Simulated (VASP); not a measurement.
Set up this calculation in VASP 6.6.1, as the native input.

| Quantity | Value |
| --- | --- |
| Task | single point |
| Functional | PBEsol |
| Potentials or basis | VASP PAW PBE potentials, release 64 (Cu, I) |
| Cutoff | 520 eV |
| k mesh | 6 × 6 × 6 |
| Occupations | methfessel-paxton, width 0.155 eV |
| Spin | no spin polarisation |
| Dipole correction | no |
| Further INCAR settings | ALGO = Normal; EDIFF = 1e-06; NBANDS = 16 |

The structure of CuI (Marshite) lies in POSCAR:

```
CuI
1.0
    0.0000000000      3.0120429033      3.0120429033
    3.0120429033      0.0000000000      3.0120429033
    3.0120429033      3.0120429033      0.0000000000
Cu I
1 1
Direct
    0.2500000000      0.2500000000      0.2500000000
    0.0000000000      0.0000000000      0.0000000000
```

One way to write it, as run:

INCAR

```
SYSTEM = CuI
PREC = Accurate ; ENCUT = 520
EDIFF = 1E-6 ; ISMEAR = 1
SIGMA = 0.155 ; LREAL = .False.
LASPH = .True. ; NELM = 100
ALGO = Normal ; ISIF = 2
LWAVE = .False. ; LCHARG = .False.
GGA = PS ; NBANDS = 16
```

KPOINTS

```
regular mesh
0
Gamma
  6 6 6
  0 0 0
```

Potentials or basis: VASP PAW PBE potentials, release 64 (Cu, I).

Run with:

```console
$ cat potpaw_PBE.64/Cu/POTCAR potpaw_PBE.64/I/POTCAR > POTCAR
$ mpirun -np 1 vasp_std > vasp.out
```

It gave:

The pressure is -1.4 GPa. The band gap on the k mesh is 1.08 eV, direct.

Caveat: the PAW data sets were made with another functional, which shifts forces and pressure a little; spin-orbit coupling is left out, which moves the levels of the heavy elements.

It took 6.3 s on 1 thread of Intel(R) Xeon(R) 6975P-C (Granite Rapids), on a shared host, peak memory 0.17 GiB.
